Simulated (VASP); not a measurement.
Crystal: AlNi.

```
Al Ni
1.0
     2.88100    0.00000    0.00000
     0.00000    2.88100    0.00000
     0.00000    0.00000    2.88100
Al Ni
1 1
Direct
  0.00000 0.00000 0.00000
  0.50000 0.50000 0.50000
```

Base run:

* Program: VASP 6.6.1
* Functional: PBEsol
* Potentials or basis: VASP PAW PBE potentials, release 64 (Al, Ni)
* Cutoff: 520 eV
* k mesh: 10 × 10 × 10
* Occupations: fermi-dirac, width 0.1 eV
* Spin: collinear spin, ferromagnetic start
* Starting moments: [0.0, 1.0] μB

Its results: pressure -3.1 GPa; net moment 0.00 μB per cell.

Q: After a change of settings the same cell gave: pressure 5.8 GPa; net moment 0.00 μB per cell. Which change was it?
A. functional from PBEsol to LDA; potentials or basis from VASP PAW PBE potentials, release 64 (Al, Ni) to VASP PAW LDA potentials, release 64 (Al, Ni)
B. functional from PBEsol to BLYP; further incar settings from ALGO = Normal; EDIFF = 1e-07; NBANDS = 18 to ALGO = Normal; EDIFF = 1e-06; NBANDS = 18
C. functional from PBEsol to RPBE
D. functional from PBEsol to revPBE; further incar settings from ALGO = Normal; EDIFF = 1e-07; NBANDS = 18 to ALGO = Normal; EDIFF = 1e-06; NBANDS = 18

A: C.

RPBE binds less tightly than PBEsol, so the same cell stands under more pressure.

Caveats: the PAW data sets were made with another functional, which shifts forces and pressure a little.
